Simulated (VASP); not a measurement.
# BeTe (P6_3/mmc) in VASP: a series of runs

BeTe is run at these levels: PBE; tasks: single point, relaxation of cell and atoms.

Everything below comes from runs of VASP 6.6.1. Logs are shortened: lines on timing, memory, paths and dates and some standing lists are left out, and cuts for length are marked.

### Step 1. The cell of the first run

Symmetry: P6_3/mmc, No. 194, hexagonal system. The conventional cell has a = 3.730 Å, b = 3.730 Å, c = 13.146 Å, α = 90.00°, β = 90.00°, γ = 120.00°. Be (site symmetry -3m) has 6 Te at 2.67 Å within 3.5 Å. Be (site symmetry -6m2) has 6 Te at 2.75 Å and 12 Be at 3.73 to 3.93 Å within 4.0 Å. Te (site symmetry 3m) has 6 Be at 2.67 to 2.75 Å and 1 Te at 3.43 Å within 3.5 Å.

The cell was built from a structure type or drawn by symmetry, and may not be a known phase.

### Step 2. Single point, PBE

INCAR

```
PREC     = Accurate       # precision mode
ENCUT    = 520            # plane-wave cutoff, eV
EDIFF    = 1E-6           # SCF threshold, eV
ISMEAR   = 0              # smearing method
SIGMA    = 0.1            # smearing width, eV
LREAL    = False          # projectors in reciprocal space
LASPH    = True           # aspherical terms in the spheres
NELM     = 80             # most SCF steps
ALGO     = Normal         # electronic algorithm
ISIF     = 2              # what is computed and relaxed
LWAVE    = False          # write WAVECAR
LCHARG   = True           # write CHGCAR
GGA      = PE             # functional
LELF     = True           # ELF
LVHAR    = True         
NBANDS   = 26             # bands
```

KPOINTS

```
Automatic mesh
0
Gamma
  6 6 2
```

POSCAR

```
BeTe
1.0
    3.7301770078      0.0000000024      0.0000000000
   -1.8650885060      3.2304280482      0.0000000000
    0.0000000000      0.0000000000     13.1459660701
Be Te
4 4
Direct
    0.0000000000      0.0000000000      0.0000000000
    0.0000000000      0.0000000000      0.5000000000
    0.3333333333      0.6666666667      0.2500000000
    0.6666666667      0.3333333333      0.7500000000
    0.3333333333      0.6666666667      0.6195034129
    0.6666666667      0.3333333333      0.1195034129
    0.6666666667      0.3333333333      0.3804965871
    0.3333333333      0.6666666667      0.8804965871
```

Potentials or basis: VASP PAW PBE potentials, release 64 (Be, Te).

Run with:

```
$ cat potpaw_PBE.64/Be/POTCAR potpaw_PBE.64/Te/POTCAR > POTCAR
$ mpirun -np 1 vasp_std > vasp.out
```

OUTCAR:

```text
PREC = Accurate
   ENCUT = 520
   EDIFF = 1E-6
   ISMEAR = 0
   LREAL = False
   LASPH = True
   NELM = 80
   ISIF = 2
   GGA = PE

 ion  position               nearest neighbor table
   1  0.000  0.000  0.000-   6 2.67   8 2.67   6 2.67   8 2.67   6 2.67   8 2.67
   2  0.000  0.000  0.500-   5 2.67   7 2.67   7 2.67   5 2.67   7 2.67   5 2.67
   3  0.333  0.667  0.250-   6 2.75   7 2.75   6 2.75   7 2.75   6 2.75   7 2.75
   4  0.667  0.333  0.750-   5 2.75   8 2.75   5 2.75   8 2.75   5 2.75   8 2.75
   5  0.333  0.667  0.620-   2 2.67   2 2.67   2 2.67   4 2.75   4 2.75   4 2.75   8 3.43
   6  0.667  0.333  0.120-   1 2.67   1 2.67   1 2.67   3 2.75   3 2.75   3 2.75   7 3.43
   7  0.667  0.333  0.380-   2 2.67   2 2.67   2 2.67   3 2.75   3 2.75   3 2.75   6 3.43
   8  0.333  0.667  0.880-   1 2.67   1 2.67   1 2.67   4 2.75   4 2.75   4 2.75   5 3.43

  LATTYP: Found a hexagonal cell.
 ALAT       =     3.7301770078
 C/A-ratio  =     3.5242204439

  Lattice vectors:

 A1 = (   3.7301770078,   0.0000000024,   0.0000000000)
 A2 = (  -1.8650885060,   3.2304280482,   0.0000000000)
 A3 = (   0.0000000000,   0.0000000000,  13.1459660701)

Analysis of symmetry for initial positions (statically):
=====================================================================
 Subroutine PRICEL returns:
 Original cell was already a primitive cell.

 Routine SETGRP: Setting up the symmetry group for a
 hexagonal supercell.

 Subroutine GETGRP returns: Found 24 space group operations
 (whereof 12 operations were pure point group operations)
 out of a pool of 24 trial point group operations.

The static configuration has the point symmetry D_3d.
 The point group associated with its full space group is D_6h.

Analysis of symmetry for dynamics (positions and initial velocities):
=====================================================================
 Subroutine PRICEL returns:
 Original cell was already a primitive cell.

 Routine SETGRP: Setting up the symmetry group for a
 hexagonal supercell.

 Subroutine GETGRP returns: Found 24 space group operations
 (whereof 12 operations were pure point group operations)
 out of a pool of 24 trial point group operations.

The dynamic configuration has the point symmetry D_3d.
 The point group associated with its full space group is D_6h.
[... 101 lines left out ...]
   LREAL  =      F    real-space projection
   EDIFFG = 0.1E-04   stopping-criterion for IOM
   NSW    =      0    number of steps for IOM
   IBRION =     -1    ionic relax: 0-MD 1-quasi-New 2-CG
   NFREE  =      0    steps in history (QN), initial steepest desc. (CG)
   ISIF   =      2    stress and relaxation
   ISYM   =      2    0-nonsym 1-usesym 2-fastsym
   POTIM  = 0.5000    time-step for ionic-motion
   TEBEG  =    0.0;   TEEND  =   0.0 temperature during run
   PSTRESS=    0.0 pullay stress
   NELECT =      32.0000    total number of electrons
   NUPDOWN=      -1.0000    fix difference up-down
   EMIN   =  10.00;   EMAX   =-10.00  energy-range for DOS
   EFERMI =   0.00;   METHOD = LEGACY
   ISMEAR =     0;   SIGMA  =   0.10  broadening in eV -4-tet -1-fermi 0-gaus
   EFERMI_NEDOS =   21; number of points for ismear=-14 and -15
   IALGO  =     38    algorithm
   IMIX   =      4    mixing-type and parameters
     AMIX     =   0.40;   BMIX     =  1.00
     AMIX_MAG =   1.60;   BMIX_MAG =  1.00
  volume/ion in A,a.u.               =      19.80       133.63
  Fermi-wavevector in a.u.,A,eV,Ry     =   0.960574  1.815222 12.554128  0.922702
  Thomas-Fermi vector in A             =   2.089870
   LORBIT       =      0    0 simple, 1 ext, 2 COOP (PROOUT), +10 PAW based schemes
   GGA     = PE    functional components
   LHFCALC =     F    Hartree Fock is set to
   AEXX    =    0.0000 exact exchange contribution
   IVDW    =     0    specifies the selected vdW correction
   LEPSILON=     F    determine dielectric tensor
   LRPA    =     F    only Hartree local field effects (RPA)
 non-spin polarized calculation
 Gauss-broadening in eV      SIGMA  =   0.10
  energy-cutoff  :      520.00
  volume of cell :      158.41
 maximum number of plane-waves:      4284
 NGX is ok and might be reduce to    28
   NGX = 13   NGY = 13   NGZ = 49

 number of electron      31.9999996 magnetization

 Free energy of the ion-electron system (eV)
  ---------------------------------------------------
  ext. energy  EPLUGINS =         0.00000000
  ---------------------------------------------------
  free energy    TOTEN  =       -25.32258122 eV

  energy without entropy =      -25.30686994  energy(sigma->0) =      -25.31472558

 E-fermi :   7.0648     XC(G=0):  -9.8342

 val. band max:        6.9829853965   @ k =   0.3333   0.0000   0.0000
 cond. band min:       7.0902828617   @ k =   0.1667   0.0000   0.5000
 fundamental gap:      0.1072974653
 Fermi energy:         7.0647966317

 k-point     1 :       0.0000    0.0000    0.0000
  band No.  band energies     occupation
      1      -6.3334      2.00000
      2      -5.7825      2.00000
      3      -5.5787      2.00000
      4      -4.6785      2.00000
      5       0.0125      2.00000
      6       2.4953      2.00000
[... 395 lines left out ...]
     25      13.7992      0.00000
     26      13.7996      0.00000

------------------------ aborting loop because EDIFF is reached ----------------------------------------

  FORCE on cell =-STRESS in cart. coord.  units (eV):
  Direction    XX          YY          ZZ          XY          YZ          ZX
  --------------------------------------------------------------------------------------
  -------------------------------------------------------------------------------------
  Total       -0.1588699     -0.1588699      0.2258678      0.0000000      0.0000000     -0.0000000
  in kB       -1.6068307     -1.6068307      2.2844569      0.0000000      0.0000000     -0.0000000
  external PRESSURE =      -0.3097348 kB  Pullay stress =       0.0000000 kB

 VOLUME and BASIS-vectors are now :
 -----------------------------------------------------------------------------
  energy-cutoff  :      520.00
  volume of cell :      158.41
      direct lattice vectors                 reciprocal lattice vectors
     3.730177008  0.000000002  0.000000000     0.268083793  0.154778250  0.000000000
    -1.865088506  3.230428048  0.000000000    -0.000000000  0.309556500  0.000000000
     0.000000000  0.000000000 13.145966070     0.000000000  0.000000000  0.076068962

 POSITION                                       TOTAL-FORCE (eV/Angst)
 -----------------------------------------------------------------------------------
      0.00000      0.00000      0.00000         0.000000     -0.000000      0.000000
      0.00000      0.00000      6.57298         0.000000     -0.000000      0.000000
     -0.00000      2.15362      3.28649        -0.000000      0.000000     -0.000000
      1.86509      1.07681      9.85947         0.000000     -0.000000     -0.000000
     -0.00000      2.15362      8.14397        -0.000000      0.000000     -0.002859
      1.86509      1.07681      1.57099         0.000000     -0.000000     -0.002859
      1.86509      1.07681      5.00200         0.000000     -0.000000      0.002859
     -0.00000      2.15362     11.57498        -0.000000      0.000000      0.002859
 -----------------------------------------------------------------------------------
    total drift:                                0.000000      0.000000     -0.000000

  FREE ENERGIE OF THE ION-ELECTRON SYSTEM (eV)
  ---------------------------------------------------
  free  energy   TOTEN  =       -25.3225812153 eV

  energy  without entropy=      -25.3068699416  energy(sigma->0) =      -25.31472558
```

OSZICAR:

```text
N       E                     dE             d eps       ncg     rms          rms(c)
DAV:   1     0.114982760243E+03    0.11498E+03   -0.12029E+04   728   0.102E+03
DAV:   2    -0.148109233825E+02   -0.12979E+03   -0.12216E+03   906   0.158E+02
DAV:   3    -0.251175048547E+02   -0.10307E+02   -0.10045E+02   998   0.507E+01
DAV:   4    -0.253435561600E+02   -0.22605E+00   -0.22550E+00   912   0.824E+00
DAV:   5    -0.253498147998E+02   -0.62586E-02   -0.62549E-02  1030   0.151E+00    0.118E+01
DAV:   6    -0.253157812322E+02    0.34034E-01   -0.64882E-02   900   0.127E+00    0.703E+00
DAV:   7    -0.253222699651E+02   -0.64887E-02   -0.47961E-02   910   0.102E+00    0.528E-01
DAV:   8    -0.253225250993E+02   -0.25513E-03   -0.20168E-03   876   0.234E-01    0.203E-01
DAV:   9    -0.253225414122E+02   -0.16313E-04   -0.71332E-04   910   0.116E-01    0.664E-02
DAV:  10    -0.253225772576E+02   -0.35845E-04   -0.56135E-05   838   0.383E-02    0.190E-02
DAV:  11    -0.253225805151E+02   -0.32576E-05   -0.83284E-06   848   0.131E-02    0.934E-03
DAV:  12    -0.253225812153E+02   -0.70012E-06   -0.14638E-06   640   0.608E-03
   1 F= -.25322581E+02 E0= -.25314726E+02  d E =-.157113E-01
```

It took 42 s on 1 thread of AMD EPYC 7R13 (Zen 3), shared host; peak memory 0.24 GiB.

Results:

```yaml
Free_energy: -25.3226 eV
Pressure: 0.0 GPa
Band_gap_on_the_k_mesh: zero (bands 16 and 17 overlap by 1.01 eV)
```

Forces in eV/Å, atoms in the order of the input:
```
Be   0.000  0.000  0.000
Be   0.000  0.000  0.000
Be   0.000  0.000  0.000
Be   0.000  0.000  0.000
Te   0.000  0.000 -0.003
Te   0.000  0.000 -0.003
Te   0.000  0.000  0.003
Te   0.000  0.000  0.003
```

Stress tensor (GPa, compression positive):
```
-0.16  0.00  0.00
 0.00 -0.16  0.00
 0.00  0.00  0.23
```

Caveat: spin-orbit coupling is left out, which moves the levels of the heavy elements.

### Step 3. Single point, PBE

This run uses another cell than the first one, of 21.60 Å³/atom.

INCAR

```
SYSTEM = BeTe
  PREC = Accurate
  ENCUT = 520
  EDIFF = 1E-6
  ISMEAR = 0
  SIGMA = 0.1
  LREAL = .False.
  LASPH = .True.
  NELM = 100
  ALGO = Normal
  ISIF = 2
  LWAVE = .False.
  LCHARG = .True.
  GGA = PE
  LELF = .True.
  LVHAR = .True.
  NBANDS = 26
```

KPOINTS

```
regular mesh
0
Gamma
  6 6 2
  0 0 0
```

POSCAR

```
BeTe
1.0
    4.4172108700      0.0000000000      0.0000000000
   -2.2086054400      3.8254168300      0.0000000000
    0.0000000000      0.0000000000     10.2259410600
Be Te
4 4
Direct
    0.0000000000      0.0000000000      0.0000000000
    0.0000000000      0.0000000000      0.5000000000
    0.3333333300      0.6666666700      0.2500000000
    0.6666666700      0.3333333300      0.7500000000
    0.3333333300      0.6666666700      0.6363622500
    0.6666666700      0.3333333300      0.1363622500
    0.6666666700      0.3333333300      0.3636377500
    0.3333333300      0.6666666700      0.8636377500
```

Potentials or basis: VASP PAW PBE potentials, release 64 (Be, Te).

Run with:

```
$ cat potpaw_PBE.64/Be/POTCAR potpaw_PBE.64/Te/POTCAR > POTCAR
$ mpirun -np 1 vasp_std > vasp.out
```

Run time: 68 s. Hardware: 1 thread of AMD EPYC 7R13 (Zen 3), shared host; peak memory 0.29 GiB.

The run converged. Its results:

| Quantity | Value |
| --- | --- |
| Free energy | -17.3999 eV |
| Pressure | 10.8 GPa |
| Largest force | 9.827 eV/Å |
| Band gap on the k mesh | zero (bands 16 and 17 overlap by 2.09 eV) |

Forces in eV/Å, atoms in the order of the input:
```
Be   0.000  0.000  0.000
Be   0.000  0.000  0.000
Be   0.000  0.000  0.000
Be   0.000  0.000  0.000
Te   0.000  0.000 -9.827
Te   0.000  0.000 -9.827
Te   0.000  0.000  9.827
Te   0.000  0.000  9.827
```

Stress tensor (GPa, compression positive):
```
-1.88  0.00  0.00
 0.00 -1.88  0.00
 0.00  0.00 36.06
```

Levels at points of the mesh, in eV from the Fermi level:
| k point | band 12 | band 13 | band 14 | band 15 | band 16 | band 17 | band 18 | band 19 | band 20 | band 21 |
| --- | --- | --- | --- | --- | --- | --- | --- | --- | --- | --- |
| (0.00, 0.00, 0.00) | -1.48 | -1.48 | -1.48 | -1.31 | -1.31 | -0.81 | -0.01 | -0.01 | 0.13 | 1.40 |
| (0.50, 0.00, 0.00) | -3.89 | -3.14 | -2.20 | -0.85 | -0.78 | -0.27 | 1.01 | 1.18 | 1.48 | 2.33 |
| (0.00, 0.00, 0.50) | -1.83 | -1.42 | -1.42 | -1.42 | -1.42 | 0.66 | 0.66 | 0.66 | 0.66 | 0.89 |
| (0.50, 0.00, 0.50) | -3.67 | -2.10 | -2.10 | -1.58 | -1.58 | 0.30 | 0.30 | 1.10 | 1.10 | 3.09 |

Caveat: the cell stands under pressure; spin-orbit coupling is left out, which moves the levels of the heavy elements; forces of over 1 eV/Å act on the atoms, so gaps and moduli don't describe the material at rest.

### Step 4. Single point, PBE

INCAR

```
PREC     = Accurate       # precision mode
ENCUT    = 520            # plane-wave cutoff, eV
EDIFF    = 1E-6           # SCF threshold, eV
ISMEAR   = 0              # smearing method
SIGMA    = 0.1            # smearing width, eV
LREAL    = False          # projectors in reciprocal space
LASPH    = True           # aspherical terms in the spheres
NELM     = 60             # most SCF steps
ALGO     = Normal         # electronic algorithm
ISIF     = 2              # what is computed and relaxed
LWAVE    = False          # write WAVECAR
LCHARG   = False          # write CHGCAR
GGA      = PE             # functional
NBANDS   = 26             # bands
```

KPOINTS

```
regular mesh
0
Gamma
  12 12 4
```

POSCAR

```
BeTe
1.0
    3.7299912153      0.0000000000      0.0000000000
   -1.8649956077      3.2302671484      0.0000000000
    0.0000000000      0.0000000000     13.1238127469
Be Te
4 4
Direct
    0.0000000000      0.0000000000      0.0000000000
    0.0000000000      0.0000000000      0.5000000000
    0.3333333333      0.6666666667      0.2500000000
    0.6666666667      0.3333333333      0.7500000000
    0.3333333333      0.6666666667      0.6197980628
    0.6666666667      0.3333333333      0.1197980628
    0.6666666667      0.3333333333      0.3802019372
    0.3333333333      0.6666666667      0.8802019372
```

Potentials or basis: VASP PAW PBE potentials, release 64 (Be, Te).

Run with:

```
$ cat potpaw_PBE.64/Be/POTCAR potpaw_PBE.64/Te/POTCAR > POTCAR
$ mpirun -np 1 vasp_std > vasp.out
```

OUTCAR:

```text
PREC = Accurate
   ENCUT = 520
   EDIFF = 1E-6
   ISMEAR = 0
   LREAL = False
   LASPH = True
   NELM = 60
   ISIF = 2
   GGA = PE

 ion  position               nearest neighbor table
   1  0.000  0.000  0.000-   6 2.67   8 2.67   6 2.67   8 2.67   6 2.67   8 2.67
   2  0.000  0.000  0.500-   5 2.67   7 2.67   7 2.67   5 2.67   7 2.67   5 2.67
   3  0.333  0.667  0.250-   6 2.75   7 2.75   6 2.75   7 2.75   6 2.75   7 2.75
   4  0.667  0.333  0.750-   5 2.75   8 2.75   5 2.75   8 2.75   5 2.75   8 2.75
[... 915 lines left out ...]
  Total        0.0190415      0.0190415      0.0388617     -0.0000000      0.0000000      0.0000000
  in kB        0.1929321      0.1929321      0.3937546     -0.0000000      0.0000000      0.0000000
  external PRESSURE =       0.2598729 kB  Pullay stress =       0.0000000 kB

 VOLUME and BASIS-vectors are now :
 -----------------------------------------------------------------------------
  energy-cutoff  :      520.00
  volume of cell :      158.13
      direct lattice vectors                 reciprocal lattice vectors
     3.729991215  0.000000000  0.000000000     0.268097146  0.154785960  0.000000000
    -1.864995608  3.230267148  0.000000000     0.000000000  0.309571919  0.000000000
     0.000000000  0.000000000 13.123812747     0.000000000  0.000000000  0.076197369

 POSITION                                       TOTAL-FORCE (eV/Angst)
 -----------------------------------------------------------------------------------
      0.00000      0.00000      0.00000        -0.000000     -0.000000      0.000000
      0.00000      0.00000      6.56191        -0.000000     -0.000000      0.000000
     -0.00000      2.15351      3.28095        -0.000000      0.000000      0.000000
      1.86500      1.07676      9.84286         0.000000     -0.000000     -0.000000
     -0.00000      2.15351      8.13411         0.000000     -0.000000      0.001163
      1.86500      1.07676      1.57221        -0.000000      0.000000      0.001163
      1.86500      1.07676      4.98970        -0.000000      0.000000     -0.001163
     -0.00000      2.15351     11.55161         0.000000      0.000000     -0.001163
 -----------------------------------------------------------------------------------
    total drift:                                0.000000     -0.000000      0.000000

  FREE ENERGIE OF THE ION-ELECTRON SYSTEM (eV)
  ---------------------------------------------------
  free  energy   TOTEN  =       -25.3264783735 eV

  energy  without entropy=      -25.3101000999  energy(sigma->0) =      -25.31828924
```

OSZICAR:

```text
N       E                     dE             d eps       ncg     rms          rms(c)
DAV:   1     0.111785704474E+03    0.11179E+03   -0.11875E+04  2964   0.101E+03
DAV:   2    -0.149508420696E+02   -0.12674E+03   -0.11818E+03  3676   0.156E+02
DAV:   3    -0.251183266899E+02   -0.10167E+02   -0.98525E+01  4126   0.489E+01
DAV:   4    -0.253462623985E+02   -0.22794E+00   -0.22709E+00  3654   0.815E+00
DAV:   5    -0.253521884571E+02   -0.59261E-02   -0.59236E-02  4098   0.147E+00    0.119E+01
DAV:   6    -0.253201155102E+02    0.32073E-01   -0.61701E-02  3726   0.125E+00    0.715E+00
DAV:   7    -0.253262327616E+02   -0.61173E-02   -0.45640E-02  3546   0.101E+00    0.518E-01
DAV:   8    -0.253264265191E+02   -0.19376E-03   -0.22070E-03  3780   0.241E-01    0.204E-01
DAV:   9    -0.253264419356E+02   -0.15417E-04   -0.71572E-04  3642   0.118E-01    0.703E-02
DAV:  10    -0.253264741678E+02   -0.32232E-04   -0.52672E-05  3564   0.374E-02    0.217E-02
DAV:  11    -0.253264777220E+02   -0.35542E-05   -0.81040E-06  3488   0.130E-02    0.983E-03
DAV:  12    -0.253264783735E+02   -0.65149E-06   -0.14921E-06  2580   0.613E-03
   1 F= -.25326478E+02 E0= -.25318289E+02  d E =-.163783E-01
```

Run time: 2.4 min. Hardware: 1 thread of AMD EPYC 7R13 (Zen 3), shared host; peak memory 0.33 GiB.

Results:

```yaml
Free_energy: -25.3265 eV
Pressure: 0.0 GPa
Band_gap_on_the_k_mesh: zero (bands 16 and 17 overlap by 1.12 eV)
```

Levels at points of the mesh, in eV from the Fermi level:
| k point | band 13 | band 14 | band 15 | band 16 | band 17 | band 18 | band 19 | band 20 |
| --- | --- | --- | --- | --- | --- | --- | --- | --- |
| (0.00, 0.00, 0.00) | 0.33 | 0.33 | 0.47 | 0.47 | 2.32 | 2.73 | 2.73 | 3.19 |
| (0.50, 0.00, 0.00) | -1.99 | -1.65 | -1.01 | -0.31 | -0.28 | 0.22 | 0.89 | 2.15 |
| (0.00, 0.00, 0.50) | 0.39 | 0.39 | 0.39 | 0.39 | 3.04 | 3.04 | 3.14 | 3.14 |
| (0.50, 0.00, 0.50) | -1.76 | -1.76 | -0.90 | -0.90 | -0.06 | -0.06 | 1.72 | 1.72 |

Caveat: spin-orbit coupling is left out, which moves the levels of the heavy elements.

(Continued in part 2 of 2.)
